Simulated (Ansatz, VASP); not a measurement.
# Al: VASP beside Ansatz

File POSCAR:

```
Al
1.0
   -1.6325677295      1.6325677295      1.6325677295
    1.6325677295     -1.6325677295      1.6325677295
    1.6325677295      1.6325677295     -1.6325677295
Al
1
Direct
    0.0000000000      0.0000000000      0.0000000000
```

Contents of INCAR.step1:

```
PREC = Accurate ; ENCUT = 520
ISMEAR = 0 ; SIGMA = 0.1
LREAL = F ; LASPH = T
NELM = 100 ; NBANDS = 8
GGA = PE ; ALGO = Normal
EDIFF = 1E-4 ; LWAVE = T
LCHARG = F
```

The input INCAR.step2:

```
PREC = Accurate ; ENCUT = 520
EDIFF = 1E-6 ; ISMEAR = 0
SIGMA = 0.1 ; LREAL = F
LASPH = T ; NELM = 100
ALGO = Normal ; ISIF = 2
LWAVE = F ; LCHARG = T
METAGGA = R2SCAN ; LMIXTAU = T
LELF = T ; LVHAR = T
NBANDS = 8 ; ISTART = 1
```

Contents of KPOINTS:

```
Automatic mesh
0
Gamma
  13 13 13
```

Input for Ansatz:

```yaml
crystal:
  lattice:
    - [-1.632567729536968, 1.632567729536968, 1.632567729536968]
    - [1.632567729536968, -1.632567729536968, 1.632567729536968]
    - [1.632567729536968, 1.632567729536968, -1.632567729536968]
  atoms:
    - { symbol: Al, position: [0.0, 0.0, 0.0] }
basis:
  ecutwfc: 530.622031796766
kpoints:
  mp_grid:
    grid: [13, 13, 13]
hamiltonian:
  xc: r2scan
scf:
  occupations:
    method: gaussian
    width: 0.1
output:
  stress: true
```

Alike in both runs: task single point; functional r2SCAN; k mesh 13 × 13 × 13; occupations gaussian, width 0.1 eV; no spin polarisation.

|  | VASP | Ansatz |
| --- | --- | --- |
| version | VASP 6.6.1 | Ansatz 0.2.0 |
| potentials or method | VASP PAW PBE potentials, release 64 (Al), cutoff 520 eV | plane waves, PAW |
| valence electrons in the cell | 3 | 3 |

VASP gave:

```
pressure (GPa) : -5.6
```

Task: Estimate Ansatz's values.

Result: Pressure (GPa): -5.4.

VASP's potentials were made for PBE, not for r2SCAN. With one functional, cell and mesh, what is left measures potentials, basis and numerics.
